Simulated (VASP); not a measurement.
# I (Cmce) in VASP: single point with PBE

Aim: the single point of I with PBE.

All numbers are computed with VASP 6.6.1; they aren't measurements. Logs are shortened: lines on timing, memory, paths and dates and some standing lists are left out, and cuts for length are marked.

**1. The cell of the first run**

Symmetry: Cmce, No. 64, orthorhombic system. The conventional cell has a = 8.905 Å, b = 4.600 Å, c = 9.862 Å, α = 90.00°, β = 90.00°, γ = 90.00°. Within 3.7 Å of I (site symmetry m) lie 3 I at 2.81 to 3.42 Å.

**2. Single point, PBE**

The input, INCAR:

```
  PREC = Accurate
  ENCUT = 520
  EDIFF = 1E-6
  ISMEAR = 0
  SIGMA = 0.05
  LREAL = False
  LASPH = True
  NELM = 100
  ALGO = Normal
  ISIF = 2
  LWAVE = False
  LCHARG = False
  GGA = PE
  NBANDS = 22
```

The input, KPOINTS:

```
Automatic mesh
0
Gamma
  6 6 2
```

The input, POSCAR:

```
I
1.0
    4.4527257976     -2.2999726559      0.0000000000
    4.4527257976      2.2999726559      0.0000000000
    0.0000000000      0.0000000000      9.8618558071
I
4
Direct
    0.8414603222      0.1585396778      0.1220019283
    0.1585396778      0.8414603222      0.8779980717
    0.3414603222      0.6585396778      0.3779980717
    0.6585396778      0.3414603222      0.6220019283
```

Potentials or basis: VASP PAW PBE potentials, release 64 (I).

Run with:

```console
cat potpaw_PBE.64/I/POTCAR > POTCAR
mpirun -np 1 vasp_std > vasp.out
```

OUTCAR:

```text
PREC = Accurate
   ENCUT = 520
   EDIFF = 1E-6
   ISMEAR = 0
   LREAL = False
   LASPH = True
   NELM = 100
   ISIF = 2
   GGA = PE

 ion  position               nearest neighbor table
   1  0.841  0.159  0.122-   2 2.81   3 3.42   3 3.42
   2  0.159  0.841  0.878-   1 2.81   4 3.42   4 3.42
   3  0.341  0.659  0.378-   4 2.81   1 3.42   1 3.42
   4  0.659  0.341  0.622-   3 2.81   2 3.42   2 3.42

  LATTYP: Found a base centered orthorhombic cell.
 ALAT       =     4.5999453118
 B/A-ratio  =     1.9359907546
 C/A-ratio  =     2.1439071855

  Lattice vectors:

 A1 = (  -4.4527257976,  -2.2999726559,   0.0000000000)
 A2 = (   4.4527257976,  -2.2999726559,   0.0000000000)
 A3 = (   0.0000000000,   0.0000000000,   9.8618558071)

Analysis of symmetry for initial positions (statically):
=====================================================================
 Subroutine PRICEL returns:
 Original cell was already a primitive cell.

 Routine SETGRP: Setting up the symmetry group for a
 base centered orthorhombic supercell.

 Subroutine GETGRP returns: Found  8 space group operations
 (whereof  4 operations were pure point group operations)
 out of a pool of  8 trial point group operations.

The static configuration has the point symmetry C_2h.
 The point group associated with its full space group is D_2h.

Analysis of symmetry for dynamics (positions and initial velocities):
=====================================================================
 Subroutine PRICEL returns:
 Original cell was already a primitive cell.

 Routine SETGRP: Setting up the symmetry group for a
 base centered orthorhombic supercell.

 Subroutine GETGRP returns: Found  8 space group operations
 (whereof  4 operations were pure point group operations)
 out of a pool of  8 trial point group operations.

The dynamic configuration has the point symmetry C_2h.
 The point group associated with its full space group is D_2h.

 Subroutine INISYM returns: Found  8 space group operations
 (whereof  4 operations are pure point group operations),
 and found     1 'primitive' translations

----------------------------------------------------------------------------------------

                                     Primitive cell

  volume of cell :     201.9934

[... 84 lines left out ...]
   ISTART =      0    job   : 0-new  1-cont  2-samecut
   ICHARG =      2    charge: 1-file 2-atom 10-const
   ISPIN  =      1    spin polarized calculation?
   LNONCOLLINEAR =      F non collinear calculations
   LSORBIT =      F    spin-orbit coupling
   LASPH  =      T    aspherical Exc in radial PAW
   ENCUT  =  520.0 eV  38.22 Ry    6.18 a.u.   9.32  9.32 18.34*2*pi/ulx,y,z
   NELM   =    100;   NELMIN=  2; NELMDL= -5     # of ELM steps
   EDIFF  = 0.1E-05   stopping-criterion for ELM
   LREAL  =      F    real-space projection
   EDIFFG = 0.1E-04   stopping-criterion for IOM
   NSW    =      0    number of steps for IOM
   IBRION =     -1    ionic relax: 0-MD 1-quasi-New 2-CG
   NFREE  =      0    steps in history (QN), initial steepest desc. (CG)
   ISIF   =      2    stress and relaxation
   ISYM   =      2    0-nonsym 1-usesym 2-fastsym
   POTIM  = 0.5000    time-step for ionic-motion
   TEBEG  =    0.0;   TEEND  =   0.0 temperature during run
   PSTRESS=    0.0 pullay stress
   NELECT =      28.0000    total number of electrons
   NUPDOWN=      -1.0000    fix difference up-down
   EMIN   =  10.00;   EMAX   =-10.00  energy-range for DOS
   EFERMI =   0.00;   METHOD = LEGACY
   ISMEAR =     0;   SIGMA  =   0.05  broadening in eV -4-tet -1-fermi 0-gaus
   EFERMI_NEDOS =   21; number of points for ismear=-14 and -15
   IALGO  =     38    algorithm
   IMIX   =      4    mixing-type and parameters
     AMIX     =   0.40;   BMIX     =  1.00
     AMIX_MAG =   1.60;   BMIX_MAG =  1.00
  volume/ion in A,a.u.               =      50.50       340.78
  Fermi-wavevector in a.u.,A,eV,Ry     =   0.847257  1.601083  9.766863  0.717844
  Thomas-Fermi vector in A             =   1.962734
   LORBIT       =      0    0 simple, 1 ext, 2 COOP (PROOUT), +10 PAW based schemes
   GGA     = PE    functional components
   LHFCALC =     F    Hartree Fock is set to
   AEXX    =    0.0000 exact exchange contribution
   IVDW    =     0    specifies the selected vdW correction
   LEPSILON=     F    determine dielectric tensor
   LRPA    =     F    only Hartree local field effects (RPA)
 non-spin polarized calculation
 Gauss-broadening in eV      SIGMA  =   0.05
  energy-cutoff  :      520.00
  volume of cell :      201.99
 maximum number of plane-waves:      5460
 NGX is ok and might be reduce to    40
   NGX = 19   NGY = 19   NGZ = 37

 number of electron      28.0000000 magnetization

 Free energy of the ion-electron system (eV)
  ---------------------------------------------------
  ext. energy  EPLUGINS =         0.00000000
  ---------------------------------------------------
  free energy    TOTEN  =        -6.08578174 eV

  energy without entropy =       -6.08578174  energy(sigma->0) =       -6.08578174

 E-fermi :   1.3827     XC(G=0):  -7.1892

 val. band max:        1.1679154376   @ k =   0.0000   0.0000   0.0000
 cond. band min:       2.1987067956   @ k =   0.5000   0.5000   0.0000
 fundamental gap:      1.0307913579
 Fermi energy:         1.3826908952

 k-point     1 :       0.0000    0.0000    0.0000
  band No.  band energies     occupation
      1     -12.0558      2.00000
      2     -11.4120      2.00000
      3     -10.5328      2.00000
      4      -9.4109      2.00000
      5      -3.1222      2.00000
      6      -1.8057      2.00000
[... 589 lines left out ...]
     21       8.8300      0.00000
     22       8.8302      0.00000

 [... further k-points ...]
[... 5 lines left out ...]
  --------------------------------------------------------------------------------------
  -------------------------------------------------------------------------------------
  Total        0.0408797     -0.0006864     -0.1343443      0.0000000     -0.0000000      0.0000000
  in kB        0.3242508     -0.0054441     -1.0655961      0.0000000     -0.0000000      0.0000000
  external PRESSURE =      -0.2489298 kB  Pullay stress =       0.0000000 kB

 VOLUME and BASIS-vectors are now :
 -----------------------------------------------------------------------------
  energy-cutoff  :      520.00
  volume of cell :      201.99
      direct lattice vectors                 reciprocal lattice vectors
     4.452725798 -2.299972656  0.000000000     0.112290768 -0.217393889  0.000000000
     4.452725798  2.299972656  0.000000000     0.112290768  0.217393889  0.000000000
     0.000000000  0.000000000  9.861855807     0.000000000  0.000000000  0.101400793

 POSITION                                       TOTAL-FORCE (eV/Angst)
 -----------------------------------------------------------------------------------
      4.45273     -1.57070      1.20317         0.000000     -0.016311     -0.022228
      4.45273      1.57070      8.65869         0.000000      0.016311      0.022228
      4.45273      0.72927      3.72776         0.000000     -0.016311      0.022228
      4.45273     -0.72927      6.13409         0.000000      0.016311     -0.022228
 -----------------------------------------------------------------------------------
    total drift:                                0.000000     -0.000000     -0.000000

  FREE ENERGIE OF THE ION-ELECTRON SYSTEM (eV)
  ---------------------------------------------------
  free  energy   TOTEN  =        -6.0857817371 eV

  energy  without entropy=       -6.0857817371  energy(sigma->0) =       -6.08578174
```

Run time: 79 s. Hardware: 1 thread of Intel Xeon Platinum 8488C (Sapphire Rapids), shared host; peak memory 0.37 GiB.

Results:

```yaml
Free_energy: -6.0858 eV
Pressure: 0.0 GPa
Largest_force: 0.028 eV/Å
Band_gap_on_the_k_mesh: 1.03 eV, indirect (least direct gap 1.05 eV)
```

Forces on the atoms (eV/Å):
```
I    0.000 -0.016 -0.022
I    0.000  0.016  0.022
I    0.000 -0.016  0.022
I    0.000  0.016 -0.022
```

Caveat: spin-orbit coupling is left out, which moves the levels of the heavy elements. A hybrid or GW would open this gap; PBE tends to underestimate it.
